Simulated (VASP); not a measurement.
# Mg2CdN2 (P-3m1) in VASP: a series of runs

Runs on Mg2CdN2. Level: LDA. Tasks: single point.

All numbers are computed with VASP 6.6.1; they aren't measurements. Logs are shortened: lines on timing, memory, paths and dates and some standing lists are left out, and cuts for length are marked.

## (1) The cell of the first run

The structure is trigonal, space group P-3m1 (No. 164). Conventional cell: a = 3.411 Å, b = 3.411 Å, c = 6.463 Å, α = 90.00°, β = 90.00°, γ = 120.00°. Mg (site symmetry 3m) has 4 N at 2.03 to 2.46 Å and 3 Mg at 2.79 Å within 2.8 Å. Cd (site symmetry -3m) has 6 N at 2.64 Å and 6 Mg at 2.98 Å and 6 Cd at 3.41 Å within 3.5 Å. N (site symmetry 3m) has 4 Mg at 2.03 to 2.46 Å and 3 Cd at 2.64 Å within 2.7 Å.

## (2) Single point, LDA (strain -0.040 along x and y, +0.080 along z)

File INCAR:

```
SYSTEM = Mg2CdN2
ALGO     = Normal         ! electronic algorithm
EDIFF    = 1E-6           ! SCF threshold, eV
ENCUT    = 520            ! plane-wave cutoff, eV
GGA      = CA             ! functional
ISIF     = 2              ! what is computed and relaxed
ISMEAR   = 0              ! smearing method
LASPH    = .True.         ! aspherical terms in the spheres
LCHARG   = .True.         ! write CHGCAR
LELF     = .True.         ! ELF
LREAL    = .False.        ! projectors in reciprocal space
LVHAR    = .True.       
LWAVE    = .False.        ! write WAVECAR
NBANDS   = 21             ! bands
NELM     = 80             ! most SCF steps
PREC     = Accurate       ! precision mode
SIGMA    = 0.03           ! smearing width, eV
```

File KPOINTS:

```
k-points
0
Gamma
  12 12 6
  0 0 0
```

File POSCAR:

```
Mg2CdN2
1.0
    3.4107672875      0.0000000000      0.0000000000
   -1.7053836437      2.9538111174      0.0000000000
    0.0000000000      0.0000000000      6.4625374869
Mg Cd N
2 1 2
Direct
    0.6666666667      0.3333333333      0.1534420000
    0.3333333333      0.6666666667      0.8465580000
    0.0000000000      0.0000000000      0.5000000000
    0.6666666667      0.3333333333      0.7722310000
    0.3333333333      0.6666666667      0.2277690000
```

Potentials or basis: VASP PAW LDA potentials, release 64 (Mg, Cd, N).

On the command line:

```sh
cat potpaw_LDA.64/Mg/POTCAR potpaw_LDA.64/Cd/POTCAR potpaw_LDA.64/N/POTCAR > POTCAR
mpirun -np 1 vasp_std > vasp.out
```

OUTCAR:

```text
SYSTEM = Mg2CdN2
   EDIFF = 1E-6
   ENCUT = 520
   GGA = CA
   ISIF = 2
   ISMEAR = 0
   LASPH = .True.
   LREAL = .False.
   NELM = 80
   PREC = Accurate

 ion  position               nearest neighbor table
   1  0.667  0.333  0.153-   5 2.03   5 2.03   5 2.03   4 2.46   2 2.79   2 2.79   2 2.79   3 2.98
                             3 2.98   3 2.98
   2  0.333  0.667  0.847-   4 2.03   4 2.03   4 2.03   5 2.46   1 2.79   1 2.79   1 2.79   3 2.98
                             3 2.98   3 2.98
   3  0.000  0.000  0.500-   4 2.64   5 2.64   5 2.64   4 2.64   4 2.64   5 2.64   1 2.98   2 2.98
                             2 2.98   1 2.98   2 2.98   1 2.98
   4  0.667  0.333  0.772-   2 2.03   2 2.03   2 2.03   1 2.46   3 2.64   3 2.64   3 2.64
   5  0.333  0.667  0.228-   1 2.03   1 2.03   1 2.03   2 2.46   3 2.64   3 2.64   3 2.64

  LATTYP: Found a hexagonal cell.
 ALAT       =     3.4107672875
 C/A-ratio  =     1.8947459449

  Lattice vectors:

 A1 = (   3.4107672875,   0.0000000000,   0.0000000000)
 A2 = (  -1.7053836437,   2.9538111174,   0.0000000000)
 A3 = (   0.0000000000,   0.0000000000,   6.4625374869)

Analysis of symmetry for initial positions (statically):
=====================================================================
 Subroutine PRICEL returns:
 Original cell was already a primitive cell.

 Routine SETGRP: Setting up the symmetry group for a
 hexagonal supercell.

 Subroutine GETGRP returns: Found 12 space group operations
 (whereof 12 operations were pure point group operations)
 out of a pool of 24 trial point group operations.

The static configuration has the point symmetry D_3d.

Analysis of symmetry for dynamics (positions and initial velocities):
=====================================================================
 Subroutine PRICEL returns:
 Original cell was already a primitive cell.

 Routine SETGRP: Setting up the symmetry group for a
 hexagonal supercell.

 Subroutine GETGRP returns: Found 12 space group operations
 (whereof 12 operations were pure point group operations)
 out of a pool of 24 trial point group operations.

The dynamic configuration has the point symmetry D_3d.

 Subroutine INISYM returns: Found 12 space group operations
 (whereof 12 operations are pure point group operations),
 and found     1 'primitive' translations

----------------------------------------------------------------------------------------

                                     Primitive cell

  volume of cell :      65.1085

  direct lattice vectors                    reciprocal lattice vectors
     3.410767288  0.000000000  0.000000000     0.293189161  0.169272841  0.000000000
    -1.705383644  2.953811117  0.000000000     0.000000000  0.338545682  0.000000000
     0.000000000  0.000000000  6.462537487     0.000000000  0.000000000  0.154737981

  length of vectors
     3.410767288  3.410767287  6.462537487     0.338545682  0.338545682  0.154737981

  position of ions in fractional coordinates (direct lattice)
     0.666666667  0.333333333  0.153442000
     0.333333333  0.666666667  0.846558000
     0.000000000  0.000000000  0.500000000
     0.666666667  0.333333333  0.772231000
     0.333333333  0.666666667  0.227769000

  ion indices of the primitive-cell ions
   primitive index   ion index
                 1           1
                 2           2
                 3           3
                 4           4
                 5           5

----------------------------------------------------------------------------------------

 KPOINTS: k-points

Automatic generation of k-mesh.
 Grid dimensions read from file:
 generate k-points for:   12   12    6

 Generating k-lattice:

  Cartesian coordinates                     Fractional coordinates (reciprocal lattice)
     0.024432430  0.014106070  0.000000000     0.083333333 -0.000000000  0.000000000
     0.000000000  0.028212140  0.000000000     0.000000000  0.083333333  0.000000000
     0.000000000  0.000000000  0.025789663     0.000000000  0.000000000  0.166666667

  Length of vectors
[... 46 lines left out ...]
 NGX is ok and might be reduce to    28
   NGX = 13   NGY = 13   NGZ = 25

 number of electron      25.9999998 magnetization

 Free energy of the ion-electron system (eV)
  ---------------------------------------------------
  ext. energy  EPLUGINS =         0.00000000
  ---------------------------------------------------
  free energy    TOTEN  =       -25.00692744 eV

  energy without entropy =      -25.00688334  energy(sigma->0) =      -25.00690539

 E-fermi :   2.6028     XC(G=0): -11.0227

 val. band max:        2.5726483865   @ k =   0.0000   0.0000   0.5000
 cond. band min:       2.6163924394   @ k =   0.0000   0.0000   0.0000
 fundamental gap:      0.0437440529
 Fermi energy:         2.6028006403

 k-point     1 :       0.0000    0.0000    0.0000
  band No.  band energies     occupation
      1     -10.4914      2.00000
      2      -9.6193      2.00000
      3      -5.2239      2.00000
      4      -5.0745      2.00000
      5      -5.0745      2.00000
      6      -4.7836      2.00000
[... 13 lines left out ...]
     20      14.4740      0.00000
     21      15.0106      0.00000

 k-point     2 :       0.0833    0.0000    0.0000
  band No.  band energies     occupation
      1     -10.4297      2.00000
      2      -9.5909      2.00000
      3      -5.1935      2.00000
      4      -5.0830      2.00000
      5      -5.0435      2.00000
      6      -4.7924      2.00000
[... 13 lines left out ...]
     20      13.7160      0.00000
     21      14.2193      0.00000

 k-point     3 :       0.1667    0.0000    0.0000
  band No.  band energies     occupation
      1     -10.2536      2.00000
      2      -9.5128      2.00000
      3      -5.1730      2.00000
      4      -5.0525      2.00000
      5      -4.9573      2.00000
      6      -4.8163      2.00000
[... 13 lines left out ...]
     20      13.0192      0.00000
     21      13.6673      0.00000
[... 457 lines left out ...]
 k-point    23 :       0.1667    0.0000    0.1667
  band No.  band energies     occupation
      1     -10.2175      2.00000
      2      -9.5599      2.00000
      3      -5.1782      2.00000
      4      -5.0488      2.00000
      5      -4.9574      2.00000
      6      -4.8208      2.00000
[... 13 lines left out ...]
     20      12.9995      0.00000
     21      13.6270      0.00000

 k-point    24 :       0.0000    0.1667    0.1667
  band No.  band energies     occupation
      1     -10.2105      2.00000
      2      -9.5709      2.00000
      3      -5.1662      2.00000
      4      -5.0552      2.00000
      5      -4.9572      2.00000
      6      -4.8163      2.00000
[... 13 lines left out ...]
     20      12.7482      0.00000
     21      13.6939      0.00000

 [... further k-points ...]

------------------------ aborting loop because EDIFF is reached ----------------------------------------

  FORCE on cell =-STRESS in cart. coord.  units (eV):
  Direction    XX          YY          ZZ          XY          YZ          ZX
  --------------------------------------------------------------------------------------
  -------------------------------------------------------------------------------------
  Total       -0.1549137     -0.1549137     -5.8749600     -0.0000000      0.0000000     -0.0000000
  in kB       -3.8120851     -3.8120851   -144.5698102     -0.0000000      0.0000000     -0.0000000
  external PRESSURE =     -50.7313268 kB  Pullay stress =       0.0000000 kB

 VOLUME and BASIS-vectors are now :
 -----------------------------------------------------------------------------
  energy-cutoff  :      520.00
  volume of cell :       65.11
      direct lattice vectors                 reciprocal lattice vectors
     3.410767288  0.000000000  0.000000000     0.293189161  0.169272841  0.000000000
    -1.705383644  2.953811117  0.000000000     0.000000000  0.338545682  0.000000000
     0.000000000  0.000000000  6.462537487     0.000000000  0.000000000  0.154737981

 POSITION                                       TOTAL-FORCE (eV/Angst)
 -----------------------------------------------------------------------------------
      1.70538      0.98460      0.99162        -0.000000      0.000000      0.248491
     -0.00000      1.96921      5.47091         0.000000      0.000000     -0.248491
      0.00000      0.00000      3.23127         0.000000      0.000000      0.000000
      1.70538      0.98460      4.99057        -0.000000      0.000000     -0.221662
     -0.00000      1.96921      1.47197         0.000000      0.000000      0.221662
 -----------------------------------------------------------------------------------
    total drift:                               -0.000000     -0.000000      0.000000

  FREE ENERGIE OF THE ION-ELECTRON SYSTEM (eV)
  ---------------------------------------------------
  free  energy   TOTEN  =       -25.0069274394 eV

  energy  without entropy=      -25.0068833438  energy(sigma->0) =      -25.00690539
```

It took 2.7 min on 1 thread of Intel Xeon 8259CL, shared host; peak memory 0.27 GiB.

Results:

| Item | Value |
| --- | --- |
| Free energy | -25.0069 eV |
| Pressure | -5.1 GPa |
| Largest force | 0.248 eV/Å |
| Band gap on the k mesh | 0.04 eV (least direct gap 0.19 eV) |

Forces on the atoms (eV/Å):
```
Mg   0.000  0.000  0.248
Mg   0.000  0.000 -0.248
Cd   0.000  0.000  0.000
N    0.000  0.000 -0.222
N    0.000  0.000  0.222
```

Stress tensor (GPa, compression positive):
```
 -0.38   0.00   0.00
  0.00  -0.38   0.00
  0.00   0.00 -14.46
```

Levels at points of the mesh, in eV from the valence-band top:
| k point | band 9 | band 10 | band 11 | band 12 | band 13 | band 14 | band 15 | band 16 | band 17 | band 18 |
| --- | --- | --- | --- | --- | --- | --- | --- | --- | --- | --- |
| (0.00, 0.00, 0.00) | -0.88 | -0.21 | -0.21 | -0.15 | -0.15 | 0.04 | 4.79 | 6.31 | 10.08 | 10.08 |
| (0.50, 0.00, 0.00) | -3.35 | -2.47 | -1.14 | -1.06 | -0.22 | 3.15 | 3.64 | 5.02 | 6.74 | 8.35 |
| (0.00, 0.00, 0.50) | -3.23 | -0.34 | -0.34 | 0.00 | 0.00 | 2.76 | 3.11 | 7.25 | 8.55 | 10.34 |
| (0.50, 0.00, 0.50) | -3.80 | -1.48 | -0.79 | -0.78 | -0.63 | 2.58 | 2.60 | 6.52 | 7.35 | 7.61 |

Caveat: the cell differs from its parent crystal (strain -0.040 along x and y, +0.080 along z); the cell stands under tension. A k mesh can miss the band edges.

## (3) Single point, LDA (strain +0.040 along x and y, -0.080 along z)

File INCAR:

```
  PREC = Accurate
  ENCUT = 520
  EDIFF = 1E-7
  ISMEAR = 0
  SIGMA = 0.03
  LREAL = False
  LASPH = True
  NELM = 100
  ALGO = Normal
  ISIF = 2
  LWAVE = False
  LCHARG = False
  NBANDS = 21
```

File KPOINTS:

```
regular mesh
0
Gamma
  12 12 6
```

POSCAR: that of step 2 with these lines changed.

```diff
@@ -2,5 +2,5 @@
 1.0
-    3.4107672875      0.0000000000      0.0000000000
-   -1.7053836437      2.9538111174      0.0000000000
-    0.0000000000      0.0000000000      6.4625374869
+    3.6949978948      0.0000000000      0.0000000000
+   -1.8474989474      3.1999620438      0.0000000000
+    0.0000000000      0.0000000000      5.5051245259
 Mg Cd N
```

Potentials or basis: VASP PAW LDA potentials, release 64 (Mg, Cd, N).

On the command line:

```sh
cat potpaw_LDA.64/Mg/POTCAR potpaw_LDA.64/Cd/POTCAR potpaw_LDA.64/N/POTCAR > POTCAR
mpirun -np 1 vasp_std > vasp.out
```

Wall time 2.3 min (1 thread of Intel Xeon 8259CL, shared host); peak memory 0.26 GiB.

The run converged. Its results:

```yaml
Free_energy: -25.0284 eV
Pressure: -8.8 GPa
Largest_force: 0.366 eV/Å
Band_gap_on_the_k_mesh: 0.25 eV (least direct gap 0.52 eV)
```

Forces on the atoms (eV/Å):
```
Mg   0.000  0.000  0.366
Mg   0.000  0.000 -0.366
Cd   0.000  0.000  0.000
N    0.000  0.000 -0.331
N    0.000  0.000  0.331
```

Stress tensor (GPa, compression positive):
```
-13.06   0.00   0.00
  0.00 -13.06   0.00
  0.00   0.00  -0.38
```

Levels at points of the mesh, in eV from the valence-band top:
```
           k point  band 9  band 10  band 11  band 12  band 13  band 14  band 15  band 16  band 17  band 18
(0.00, 0.00, 0.00)   -0.76    -0.76    -0.69    -0.69    -0.27     0.25     3.46     7.10     7.61     7.61
(0.50, 0.00, 0.00)   -3.19    -2.52    -2.04    -1.09    -0.30     3.33     3.95     4.79     6.89     7.64
(0.00, 0.00, 0.50)   -2.39    -1.05    -1.05    -0.34    -0.34     2.45     2.83     7.76     7.80     7.80
(0.50, 0.00, 0.50)   -4.29    -1.34    -1.34    -1.18    -0.58     2.65     3.16     6.22     7.30     8.22
```

Caveat: the cell differs from its parent crystal (strain +0.040 along x and y, -0.080 along z); the cell stands under tension. A k mesh can miss the band edges.

## (4) Single point, LDA (strain +0.000 along x and y, +0.040 along z)

File INCAR:

```
  PREC = Accurate
  ENCUT = 520
  EDIFF = 1E-7
  ISMEAR = 0
  SIGMA = 0.03
  LREAL = F
  LASPH = T
  NELM = 80
  ALGO = Normal
  ISIF = 2
  LWAVE = F
  LCHARG = F
  GGA = CA
  NBANDS = 21
```

KPOINTS is that of step 3.

POSCAR: that of step 3 with these lines changed.

```diff
@@ -2,5 +2,5 @@
 1.0
-    3.6949978948      0.0000000000      0.0000000000
-   -1.8474989474      3.1999620438      0.0000000000
-    0.0000000000      0.0000000000      5.5051245259
+    3.5528825911      0.0000000000      0.0000000000
+   -1.7764412955      3.0768865806      0.0000000000
+    0.0000000000      0.0000000000      6.2231842467
 Mg Cd N
```

On the command line:

```sh
cat potpaw_LDA.64/Mg/POTCAR potpaw_LDA.64/Cd/POTCAR potpaw_LDA.64/N/POTCAR > POTCAR
mpirun -np 1 vasp_std > vasp.out
```

It took 2.6 min on 1 thread of Intel Xeon 8259CL, shared host; peak memory 0.27 GiB.

The run converged. Its results:

| Property | Result |
| --- | --- |
| Free energy | -25.0354 eV |
| Pressure | -11.2 GPa |
| Largest force | 0.187 eV/Å |
| Band gap on the k mesh | 0.15 eV (least direct gap 0.38 eV) |

Forces in eV/Å, atoms in the order of the input:
```
Mg   0.000  0.000  0.187
Mg   0.000  0.000 -0.187
Cd   0.000  0.000  0.000
N    0.000  0.000  0.033
N    0.000  0.000 -0.033
```

Stress tensor (GPa, compression positive):
```
-10.20   0.00   0.00
  0.00 -10.20   0.00
  0.00   0.00 -13.33
```

Levels at points of the mesh, in eV from the valence-band top:
```
           k point  band 9  band 10  band 11  band 12  band 13  band 14  band 15  band 16  band 17  band 18
(0.00, 0.00, 0.00)   -0.46    -0.24    -0.24    -0.23    -0.23     0.15     4.20     6.50     9.07     9.07
(0.50, 0.00, 0.00)   -3.11    -2.27    -1.27    -0.94    -0.17     3.21     3.79     4.93     6.78     8.04
(0.00, 0.00, 0.50)   -2.75    -0.44    -0.44    -0.02    -0.02     2.78     2.88     7.31     8.44     9.27
(0.50, 0.00, 0.50)   -3.77    -1.22    -0.83    -0.70    -0.60     2.55     2.89     6.46     7.33     7.39
```

Caveat: the cell differs from its parent crystal (strain +0.000 along x and y, +0.040 along z); the cell stands under tension.

## (5) Single point, LDA (strain +0.040 along x and y, -0.040 along z)

File INCAR:

```
SYSTEM = Mg2CdN2
PREC     = Accurate       ! precision mode
ENCUT    = 520            ! plane-wave cutoff, eV
EDIFF    = 1E-6           ! SCF threshold, eV
ISMEAR   = 0              ! smearing method
SIGMA    = 0.03           ! smearing width, eV
LREAL    = .False.        ! projectors in reciprocal space
LASPH    = .True.         ! aspherical terms in the spheres
NELM     = 80             ! most SCF steps
ALGO     = Normal         ! electronic algorithm
ISIF     = 2              ! what is computed and relaxed
LWAVE    = .False.        ! write WAVECAR
LCHARG   = .False.        ! write CHGCAR
NBANDS   = 21             ! bands
```

File KPOINTS:

```
Automatic mesh
0
Gamma
  12 12 6
  0 0 0
```

POSCAR: that of step 4 with these lines changed.

```diff
@@ -2,5 +2,5 @@
 1.0
-    3.5528825911      0.0000000000      0.0000000000
-   -1.7764412955      3.0768865806      0.0000000000
-    0.0000000000      0.0000000000      6.2231842467
+    3.6949978948      0.0000000000      0.0000000000
+   -1.8474989474      3.1999620438      0.0000000000
+    0.0000000000      0.0000000000      5.7444777661
 Mg Cd N
```

On the command line:

```sh
cat potpaw_LDA.64/Mg/POTCAR potpaw_LDA.64/Cd/POTCAR potpaw_LDA.64/N/POTCAR > POTCAR
mpirun -np 1 vasp_std > vasp.out
```

It took 2.4 min on 1 thread of Intel Xeon 8259CL, shared host; peak memory 0.27 GiB.

Results (log left out):

```yaml
Free_energy: -24.9596 eV
Pressure: -12.5 GPa
Largest_force: 0.159 eV/Å
Band_gap_on_the_k_mesh: 0.10 eV (least direct gap 0.40 eV)
```

Forces in eV/Å, atoms in the order of the input:
```
Mg   0.000  0.000  0.159
Mg   0.000  0.000 -0.159
Cd   0.000  0.000  0.000
N    0.000  0.000 -0.030
N    0.000  0.000  0.030
```

Stress tensor (GPa, compression positive):
```
-15.13   0.00   0.00
  0.00 -15.13   0.00
  0.00   0.00  -7.19
```

Levels at points of the mesh, in eV from the valence-band top:
| k point | band 9 | band 10 | band 11 | band 12 | band 13 | band 14 | band 15 | band 16 | band 17 | band 18 |
| --- | --- | --- | --- | --- | --- | --- | --- | --- | --- | --- |
| (0.00, 0.00, 0.00) | -0.62 | -0.62 | -0.56 | -0.56 | -0.29 | 0.10 | 3.49 | 6.77 | 7.81 | 7.81 |
| (0.50, 0.00, 0.00) | -3.12 | -2.39 | -1.79 | -1.06 | -0.29 | 3.18 | 3.79 | 4.71 | 6.73 | 7.62 |
| (0.00, 0.00, 0.50) | -2.45 | -0.87 | -0.87 | -0.27 | -0.27 | 2.44 | 2.68 | 7.51 | 7.98 | 7.98 |
| (0.50, 0.00, 0.50) | -4.10 | -1.26 | -1.18 | -1.05 | -0.61 | 2.48 | 3.03 | 6.14 | 7.12 | 7.76 |

Caveat: the cell differs from its parent crystal (strain +0.040 along x and y, -0.040 along z); the cell stands under tension. A k mesh can miss the band edges.

## (6) Overview

| cell | gap on the mesh (eV) | pressure (GPa) | largest force (eV/Å) |
| --- | --- | --- | --- |
| a = 3.411, b = 3.411, c = 6.463 Å, angles 90.0, 90.0, 120.0°, 5 atoms | 0.04 | -5.1 | 0.25 |
| a = 3.695, b = 3.695, c = 5.505 Å, angles 90.0, 90.0, 120.0°, 5 atoms | 0.25 | -8.8 | 0.37 |
| a = 3.553, b = 3.553, c = 6.223 Å, angles 90.0, 90.0, 120.0°, 5 atoms | 0.15 | -11.2 | 0.19 |
| a = 3.695, b = 3.695, c = 5.744 Å, angles 90.0, 90.0, 120.0°, 5 atoms | 0.10 | -12.5 | 0.16 |

Alike in all rows: task single point; level LDA; potentials or basis VASP PAW LDA potentials, release 64 (Mg, Cd, N); no spin polarisation; k mesh 12 × 12 × 6; cutoff (eV) 520; smearing gaussian 0.03 eV.

Caveats: the cell stands under tension.

Absolute energies hang on the potentials; compare differences alone.
